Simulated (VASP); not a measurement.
Here is a VASP 6.6.1 calculation.

The input INCAR:

```
SYSTEM = InP3
PREC     = Accurate       ! precision mode
ENCUT    = 520            ! plane-wave cutoff, eV
EDIFF    = 1E-6           ! SCF threshold, eV
ISMEAR   = 0              ! smearing method
SIGMA    = 0.15           ! smearing width, eV
LREAL    = .False.        ! projectors in reciprocal space
LASPH    = .True.         ! aspherical terms in the spheres
NELM     = 80             ! most SCF steps
ALGO     = Normal         ! electronic algorithm
ISIF     = 2              ! what is computed and relaxed
LWAVE    = .False.        ! write WAVECAR
LCHARG   = .True.         ! write CHGCAR
GGA      = PS             ! functional
LELF     = .True.         ! ELF
LVHAR    = .True.       
NBANDS   = 38             ! bands
```

KPOINTS

```
regular mesh
0
Gamma
  6 6 6
  0 0 0
```

The input POSCAR:

```
InP3
1.0
    3.7149867624      2.1448486073      3.1318043780
   -3.7149867624      2.1448486073      3.1318043780
    0.0000000000     -4.2896972146      3.1318043780
In P
2 6
Direct
    0.2732788992      0.2732788992      0.2732788992
    0.7267211008      0.7267211008      0.7267211008
    0.7947108820      0.2411926338      0.7947108820
    0.7947108820      0.7947108820      0.2411926338
    0.2411926338      0.7947108820      0.7947108820
    0.2052891180      0.7588073662      0.2052891180
    0.7588073662      0.2052891180      0.2052891180
    0.2052891180      0.2052891180      0.7588073662
```

Potentials or basis: VASP PAW PBE potentials, release 64 (In_d, P).

Run with:

```sh
$ cat potpaw_PBE.64/In_d/POTCAR potpaw_PBE.64/P/POTCAR > POTCAR
$ mpirun -np 1 vasp_std > vasp.out
```

Question: What does it give for the largest force?

Answer: 0.379 eV/Å.

Question: Estimate the band gap on the k mesh.

Answer: Zero (bands 28 and 29 overlap by 0.47 eV).

Question: Predict the pressure.

Answer: 3.5 GPa.

Stress tensor (GPa, compression positive):
```
2.62 0.00 0.00
0.00 2.62 0.00
0.00 0.00 5.34
```

Caveat: the cell differs from its parent crystal (strain -0.0450 x Voigt [0, 0, 1, 0, 0, 0]); the cell stands under pressure; semilocal functionals underestimate gaps, so a narrow gap can read as zero; the PAW data sets were made with another functional, which shifts forces and pressure a little; spin-orbit coupling is left out, which moves the levels of the heavy elements.
